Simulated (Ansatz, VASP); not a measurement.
# One calculation of NaI, two programs

```xyz
4
Lattice="4.7723 0.0000 -0.7158 0.0000 4.1019 0.0000 -1.0161 0.0000 6.7738" Properties=species:S:1:pos:R:3 pbc="T T T"
Na    0.9391    2.0509    1.5144
Na    2.8171    2.0509    4.5435
I     0.4311    0.0000    4.9008
I     3.3251    0.0000    1.1572
```

Change from the starting cell: engineering shear strain xz -0.3000, normal strain along z +0.0000.

Alike in both runs: task single point; functional PBE; dispersion D3(BJ); k mesh 6 × 8 × 4; occupations gaussian, width 0.05 eV; no spin polarisation.

|  | VASP | Ansatz |
| --- | --- | --- |
| version | VASP 6.6.1 | Ansatz 0.2.0 |
| potentials or method | VASP PAW PBE potentials, release 64 (Na_pv, I), cutoff 520 eV | scalar-relativistic, plane waves, PAW |
| valence electrons in the cell | 28 | 52 |

Ansatz gave:

* gap on the k mesh at the Fermi level (eV): 0.85
* least direct gap on the mesh (eV): 1.08
* pressure (GPa): 1.4
* traceless stress, the component that is largest in VASP (GPa): 5.92

Question: Which values does VASP return?

Answer: gap on the k mesh at the Fermi level (eV): 0.85; least direct gap on the mesh (eV): 1.08; pressure (GPa): 1.5; traceless stress, the component that is largest in VASP (GPa): 5.91.

VASP's potentials hold 28 valence electrons a cell and Ansatz's 52, so a difference there can come from the potentials and not from the codes.

Spin-orbit coupling is off throughout.
